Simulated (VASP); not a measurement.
# CrI (Pm-3m) in VASP: single point with PBE

Aim: the single point of CrI with PBE.

Program: VASP 6.6.1. These are calculated values, not measurements. Logs are shortened: lines on timing, memory, paths and dates and some standing lists are left out, and cuts for length are marked.

## (1) The cell of the first run

The structure is cubic, space group Pm-3m (No. 221). The conventional cell has a = 3.778 Å, b = 3.778 Å, c = 3.778 Å, α = 90.00°, β = 90.00°, γ = 90.00°. Within 4.3 Å of Cr (site symmetry m-3m) lie 8 I at 3.27 Å and 6 Cr at 3.78 Å. Within 4.3 Å of I (site symmetry m-3m) lie 8 Cr at 3.27 Å and 6 I at 3.78 Å.

## (2) Single point, PBE, collinear spin, ferromagnetic start

File INCAR:

```
ALGO = Normal ; EDIFF = 1E-7
ENCUT = 520 ; GGA = PE
ISIF = 2 ; ISMEAR = 0
ISPIN = 2 ; LASPH = T
LCHARG = F ; LMAXMIX = 4
LORBIT = 11 ; LREAL = F
LWAVE = F ; MAGMOM = 4.95 0
NBANDS = 20 ; NELM = 150
PREC = Accurate ; SIGMA = 0.1
```

File KPOINTS:

```
k-points
0
Gamma
  14 14 14
```

File POSCAR:

```
CrI
1.0
    3.7781592475      0.0000000000      0.0000000000
    0.0000000000      3.7781592475      0.0000000000
    0.0000000000      0.0000000000      3.7781592475
Cr I
1 1
Direct
    0.0000000000      0.0000000000      0.0000000000
    0.5000000000      0.5000000000      0.5000000000
```

Potentials or basis: VASP PAW PBE potentials, release 64 (Cr_pv, I).

Run with:

```console
> cat potpaw_PBE.64/Cr_pv/POTCAR potpaw_PBE.64/I/POTCAR > POTCAR
> mpirun -np 1 vasp_std > vasp.out
```

OUTCAR:

```text
EDIFF = 1E-7
   ENCUT = 520
   GGA = PE
   ISIF = 2
   ISMEAR = 0
   ISPIN = 2
   LASPH = T
   LORBIT = 11
   LREAL = F
   NELM = 150
   PREC = Accurate

 ion  position               nearest neighbor table
   1  0.000  0.000  0.000-   2 3.27   2 3.27   2 3.27   2 3.27   2 3.27   2 3.27   2 3.27   2 3.27

   2  0.500  0.500  0.500-   1 3.27   1 3.27   1 3.27   1 3.27   1 3.27   1 3.27   1 3.27   1 3.27

  LATTYP: Found a simple cubic cell.
 ALAT       =     3.7781592475

  Lattice vectors:

 A1 = (   3.7781592475,   0.0000000000,   0.0000000000)
 A2 = (   0.0000000000,   3.7781592475,   0.0000000000)
 A3 = (   0.0000000000,   0.0000000000,   3.7781592475)

Analysis of symmetry for initial positions (statically):
=====================================================================
 Subroutine PRICEL returns:
 Original cell was already a primitive cell.

 Routine SETGRP: Setting up the symmetry group for a
 simple cubic supercell.

 Subroutine GETGRP returns: Found 48 space group operations
 (whereof 48 operations were pure point group operations)
 out of a pool of 48 trial point group operations.

The static configuration has the point symmetry O_h .

Analysis of symmetry for dynamics (positions and initial velocities):
=====================================================================
 Subroutine PRICEL returns:
 Original cell was already a primitive cell.

 Routine SETGRP: Setting up the symmetry group for a
 simple cubic supercell.

 Subroutine GETGRP returns: Found 48 space group operations
 (whereof 48 operations were pure point group operations)
 out of a pool of 48 trial point group operations.

The dynamic configuration has the point symmetry O_h .

Analysis of structural, dynamic, and magnetic symmetry:
=====================================================================
 Subroutine PRICEL returns:
 Original cell was already a primitive cell.

 Routine SETGRP: Setting up the symmetry group for a
 simple cubic supercell.

 Subroutine GETGRP returns: Found 48 space group operations
 (whereof 48 operations were pure point group operations)
 out of a pool of 48 trial point group operations.

The overall configuration has the point symmetry O_h .

 Subroutine INISYM returns: Found 48 space group operations
 (whereof 48 operations are pure point group operations),
 and found     1 'primitive' translations

----------------------------------------------------------------------------------------

                                     Primitive cell

  volume of cell :      53.9313

  direct lattice vectors                    reciprocal lattice vectors
     3.778159248  0.000000000  0.000000000     0.264679156  0.000000000  0.000000000
     0.000000000  3.778159248  0.000000000     0.000000000  0.264679156  0.000000000
     0.000000000  0.000000000  3.778159248     0.000000000  0.000000000  0.264679156

  length of vectors
     3.778159248  3.778159248  3.778159248     0.264679156  0.264679156  0.264679156

  position of ions in fractional coordinates (direct lattice)
     0.000000000  0.000000000  0.000000000
     0.500000000  0.500000000  0.500000000

  ion indices of the primitive-cell ions
   primitive index   ion index
                 1           1
                 2           2

----------------------------------------------------------------------------------------

 KPOINTS: k-points

Automatic generation of k-mesh.
 Grid dimensions read from file:
 generate k-points for:   14   14   14

 Generating k-lattice:

  Cartesian coordinates                     Fractional coordinates (reciprocal lattice)
     0.018905654  0.000000000  0.000000000     0.071428571  0.000000000  0.000000000
     0.000000000  0.018905654  0.000000000     0.000000000  0.071428571  0.000000000
     0.000000000  0.000000000  0.018905654     0.000000000  0.000000000  0.071428571

  Length of vectors
     0.018905654  0.018905654  0.018905654

  Shift w.r.t. Gamma in fractional coordinates (k-lattice)
     0.000000000  0.000000000  0.000000000

 Subroutine IBZKPT returns following result:
 ===========================================

 Found    120 irreducible k-points:

 Following reciprocal coordinates:
            Coordinates               Weight
  0.000000  0.000000  0.000000      1.000000
  0.071429  0.000000  0.000000      6.000000
  0.142857  0.000000  0.000000      6.000000
  0.214286  0.000000  0.000000      6.000000
  0.285714  0.000000  0.000000      6.000000
  0.357143  0.000000  0.000000      6.000000
[... 16 lines left out ...]
  0.285714  0.214286  0.000000     24.000000
  0.357143  0.214286  0.000000     24.000000
 [... further k-points ...]
   k-points           NKPTS =    120   k-points in BZ     NKDIM =    120   number of bands    NBANDS=     20
   number of dos      NEDOS =    301   number of ions     NIONS =      2
   total plane-waves  NPLWV =  21952
   dimension x,y,z NGX =    28 NGY =   28 NGZ =   28
   dimension x,y,z NGXF=    56 NGYF=   56 NGZF=   56
   ions per type =               1   1
   NGX,Y,Z   is equivalent  to a cutoff of  12.32, 12.32, 12.32 a.u.
   NGXF,Y,Z  is equivalent  to a cutoff of  24.64, 24.64, 24.64 a.u.
 SYSTEM =  unknown system
   PREC   = accura    normal or accurate (medium, high low for compatibility)
   ISTART =      0    job   : 0-new  1-cont  2-samecut
   ICHARG =      2    charge: 1-file 2-atom 10-const
   ISPIN  =      2    spin polarized calculation?
   LNONCOLLINEAR =      F non collinear calculations
   LSORBIT =      F    spin-orbit coupling
   LASPH  =      T    aspherical Exc in radial PAW
   ENCUT  =  520.0 eV  38.22 Ry    6.18 a.u.   7.02  7.02  7.02*2*pi/ulx,y,z
   NELM   =    150;   NELMIN=  2; NELMDL= -5     # of ELM steps
   EDIFF  = 0.1E-06   stopping-criterion for ELM
   LREAL  =      F    real-space projection
   EDIFFG = 0.1E-05   stopping-criterion for IOM
   NSW    =      0    number of steps for IOM
   IBRION =     -1    ionic relax: 0-MD 1-quasi-New 2-CG
   NFREE  =      0    steps in history (QN), initial steepest desc. (CG)
   ISIF   =      2    stress and relaxation
   ISYM   =      2    0-nonsym 1-usesym 2-fastsym
   POTIM  = 0.5000    time-step for ionic-motion
   TEBEG  =    0.0;   TEEND  =   0.0 temperature during run
   PSTRESS=    0.0 pullay stress
   NELECT =      19.0000    total number of electrons
   NUPDOWN=      -1.0000    fix difference up-down
   EMIN   =  10.00;   EMAX   =-10.00  energy-range for DOS
   EFERMI =   0.00;   METHOD = LEGACY
   ISMEAR =     0;   SIGMA  =   0.10  broadening in eV -4-tet -1-fermi 0-gaus
   EFERMI_NEDOS =   21; number of points for ismear=-14 and -15
   IALGO  =     38    algorithm
   IMIX   =      4    mixing-type and parameters
     AMIX     =   0.40;   BMIX     =  1.00
     AMIX_MAG =   1.60;   BMIX_MAG =  1.00
  volume/ion in A,a.u.               =      26.97       181.97
  Fermi-wavevector in a.u.,A,eV,Ry     =   1.156234  2.184966 18.189320  1.336877
  Thomas-Fermi vector in A             =   2.292856
   LORBIT       =     11    0 simple, 1 ext, 2 COOP (PROOUT), +10 PAW based schemes
   GGA     = PE    functional components
   LHFCALC =     F    Hartree Fock is set to
   AEXX    =    0.0000 exact exchange contribution
   IVDW    =     0    specifies the selected vdW correction
   LEPSILON=     F    determine dielectric tensor
   LRPA    =     F    only Hartree local field effects (RPA)
 spin polarized calculation
 Gauss-broadening in eV      SIGMA  =   0.10
  energy-cutoff  :      520.00
  volume of cell :       53.93
 maximum number of plane-waves:      1472
   NGX = 15   NGY = 15   NGZ = 15

 number of electron      18.9999987 magnetization       4.9456910

 Free energy of the ion-electron system (eV)
  ---------------------------------------------------
  ext. energy  EPLUGINS =         0.00000000
  ---------------------------------------------------
  free energy    TOTEN  =        -9.81292919 eV

  energy without entropy =       -9.80841610  energy(sigma->0) =       -9.81067265

 E-fermi :   6.6605     XC(G=0):  -9.6300

 val. band max:        6.6572789641   @ k =   0.5000   0.5000   0.5000
 cond. band min:       6.6718688245   @ k =   0.4286   0.4286   0.0714
 fundamental gap:      0.0145898604
 Fermi energy:         6.6604562090

 spin component 1

 k-point     1 :       0.0000    0.0000    0.0000
  band No.  band energies     occupation
      1     -37.1343      1.00000
      2     -37.1343      1.00000
      3     -37.1343      1.00000
      4      -8.0129      1.00000
      5       3.7860      1.00000
      6       3.7860      1.00000
[... 12 lines left out ...]
     19      15.6470      0.00000
     20      18.3318      0.00000
[... 507 lines left out ...]
 k-point    24 :       0.3571    0.2143    0.0000
  band No.  band energies     occupation
      1     -37.1390      1.00000
      2     -37.1362      1.00000
      3     -37.1337      1.00000
      4      -7.3446      1.00000
      5       0.5899      1.00000
      6       2.3344      1.00000
[... 12 lines left out ...]
     19      16.2585      0.00000
     20      16.6874      0.00000

 [... further k-points ...]

 spin component 2

 k-point     1 :       0.0000    0.0000    0.0000
  band No.  band energies     occupation
      1     -32.9708      1.00000
      2     -32.9708      1.00000
      3     -32.9708      1.00000
      4      -7.9133      1.00000
      5       3.9327      1.00000
      6       3.9327      1.00000
[... 12 lines left out ...]
     19      18.7852      0.00000
     20      18.7852      0.00000
[... 507 lines left out ...]
 k-point    24 :       0.3571    0.2143    0.0000
  band No.  band energies     occupation
      1     -32.9766      1.00000
      2     -32.9732      1.00000
      3     -32.9701      1.00000
      4      -7.2921      1.00000
      5       1.0844      1.00000
      6       2.6758      1.00000
[... 12 lines left out ...]
     19      17.1144      0.00000
     20      18.5312      0.00000

 [... further k-points ...]

------------------------ aborting loop because EDIFF is reached ----------------------------------------

  FORCE on cell =-STRESS in cart. coord.  units (eV):
  Direction    XX          YY          ZZ          XY          YZ          ZX
  --------------------------------------------------------------------------------------
  -------------------------------------------------------------------------------------
  Total       -0.0064215     -0.0064215     -0.0064215      0.0000000      0.0000000      0.0000000
  in kB       -0.1907670     -0.1907670     -0.1907670      0.0000000      0.0000000      0.0000000
  external PRESSURE =      -0.1907670 kB  Pullay stress =       0.0000000 kB

 VOLUME and BASIS-vectors are now :
 -----------------------------------------------------------------------------
  energy-cutoff  :      520.00
  volume of cell :       53.93
      direct lattice vectors                 reciprocal lattice vectors
     3.778159248  0.000000000  0.000000000     0.264679156  0.000000000  0.000000000
     0.000000000  3.778159248  0.000000000     0.000000000  0.264679156  0.000000000
     0.000000000  0.000000000  3.778159248     0.000000000  0.000000000  0.264679156

 POSITION                                       TOTAL-FORCE (eV/Angst)
 -----------------------------------------------------------------------------------
      0.00000      0.00000      0.00000         0.000000      0.000000      0.000000
      1.88908      1.88908      1.88908         0.000000      0.000000      0.000000
 -----------------------------------------------------------------------------------
    total drift:                               -0.000000      0.000000     -0.000000

  FREE ENERGIE OF THE ION-ELECTRON SYSTEM (eV)
  ---------------------------------------------------
  free  energy   TOTEN  =        -9.8129291909 eV

  energy  without entropy=       -9.8084161020  energy(sigma->0) =       -9.81067265

 total charge

# of ion       s       p       d       tot
------------------------------------------
    1        0.132   6.055   4.266  10.453
    2        1.522   2.738   0.036   4.296
--------------------------------------------------
tot          1.654   8.793   4.302  14.749

 magnetization (x)

# of ion       s       p       d       tot
------------------------------------------
    1        0.056   0.030   4.136   4.222
    2        0.018  -0.012   0.022   0.028
--------------------------------------------------
tot          0.074   0.018   4.158   4.250
```

It took 3.7 min on 1 thread of Intel Xeon 8259CL, shared host; peak memory 0.32 GiB.

What came out:

```yaml
Free_energy: -9.8129 eV
Pressure: 0.0 GPa
Net_moment: 4.95 μB per cell
Site_moments: Cr +4.22; I +0.03 μB
Valence_electrons_inside_the_program's_atomic_spheres: Cr 10.45; I 4.30
```

Caveat: an empty level that is flat over the whole mesh can mark a ghost state of the potentials, or a narrow d or f band; spin-orbit coupling is left out, which moves the levels of the heavy elements; semilocal functionals often make such compounds metallic where correlation or magnetic order opens a gap, which also shifts bond lengths.
